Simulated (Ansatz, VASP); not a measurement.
**WSe2: VASP beside Ansatz**

POSCAR

```
WSe2
1.0
    3.3144241466      0.0000000000      0.0000000000
   -1.6572120733      2.8703755099      0.0000000000
    0.0000000000      0.0000000000     29.8000909728
W Se
3 6
Direct
    0.6666666667      0.3333333333      0.0016778472
    0.3333333333      0.6666666667      0.7691005974
    0.3333333333      0.6666666667      0.2292215386
    0.3333333333      0.6666666667      0.0574433170
    0.6666666667      0.3333333333      0.8248920548
    0.6666666667      0.3333333333      0.2849551137
    0.3333333333      0.6666666667      0.9458962652
    0.6666666667      0.3333333333      0.7133576069
    0.6666666667      0.3333333333      0.1734556814
```

File INCAR.step1:

```
PREC = Accurate
ENCUT = 520
ISMEAR = 0
SIGMA = 0.05
LREAL = F
LASPH = T
NELM = 60
NBANDS = 49
GGA = PE
ALGO = Normal
EDIFF = 1E-4
LWAVE = T
LCHARG = F
```

INCAR.step2

```
PREC = Accurate
ENCUT = 520
EDIFF = 1E-6
ISMEAR = 0
SIGMA = 0.05
LREAL = F
LASPH = T
NELM = 60
ALGO = Normal
ISIF = 2
LWAVE = F
LCHARG = T
METAGGA = R2SCAN
LMIXTAU = T
LELF = T
LVHAR = T
NBANDS = 49
ISTART = 1
```

Contents of KPOINTS:

```
Automatic mesh
0
Gamma
  12 12 1
```

Input for Ansatz:

```yaml
crystal:
  lattice:
    - [3.3144241466, 0.0, 0.0]
    - [-1.6572120733, 2.8703755099, 0.0]
    - [0.0, 0.0, 29.8000909728]
  atoms:
    - { symbol: W, position: [0.6666666667, 0.3333333333, 0.0016778472] }
    - { symbol: W, position: [0.3333333333, 0.6666666667, 0.7691005974] }
    - { symbol: W, position: [0.3333333333, 0.6666666667, 0.2292215386] }
    - { symbol: Se, position: [0.3333333333, 0.6666666667, 0.057443317] }
    - { symbol: Se, position: [0.6666666667, 0.3333333333, 0.8248920548] }
    - { symbol: Se, position: [0.6666666667, 0.3333333333, 0.2849551137] }
    - { symbol: Se, position: [0.3333333333, 0.6666666667, 0.9458962652] }
    - { symbol: Se, position: [0.6666666667, 0.3333333333, 0.7133576069] }
    - { symbol: Se, position: [0.6666666667, 0.3333333333, 0.1734556814] }
basis:
  ecutwfc: 500
kpoints:
  mp_grid: { grid: [12, 12, 1] }
hamiltonian:
  xc: r2scan
scf:
  occupations: { method: gaussian, width: 0.05 }
output:
  forces: true
  stress: true
  eigenvalues: true
```

Change from the starting cell: mode 9 (20.4 1/cm) frozen in, largest displacement +0.050 Å.

Alike in both runs: task single point; functional r2SCAN; k mesh 12 × 12 × 1; occupations gaussian, width 0.05 eV; no spin polarisation.

|  | VASP | Ansatz |
| --- | --- | --- |
| version | VASP 6.6.1 | Ansatz 0.2.0 |
| potentials or method | VASP PAW PBE potentials, release 64 (W_sv, Se), cutoff 520 eV | scalar-relativistic, plane waves, PAW |
| valence electrons in the cell | 78 | 138 |

Ansatz gave:

* gap on the k mesh at the Fermi level (eV): 1.51
* least direct gap on the mesh (eV): 1.60
* rms of the force components (eV/Å): 0.005

Q: Which values does VASP return?

A: gap on the k mesh at the Fermi level (eV): 1.50; least direct gap on the mesh (eV): 1.60; rms of the force components (eV/Å): 0.019.

VASP's potentials were made for PBE, not for r2SCAN. Atom by atom the forces differ by 0.021 eV/Å (rms over components). VASP's potentials hold 78 valence electrons a cell and Ansatz's 138, so a difference there can come from the potentials and not from the codes.

Spin-orbit coupling is off throughout.
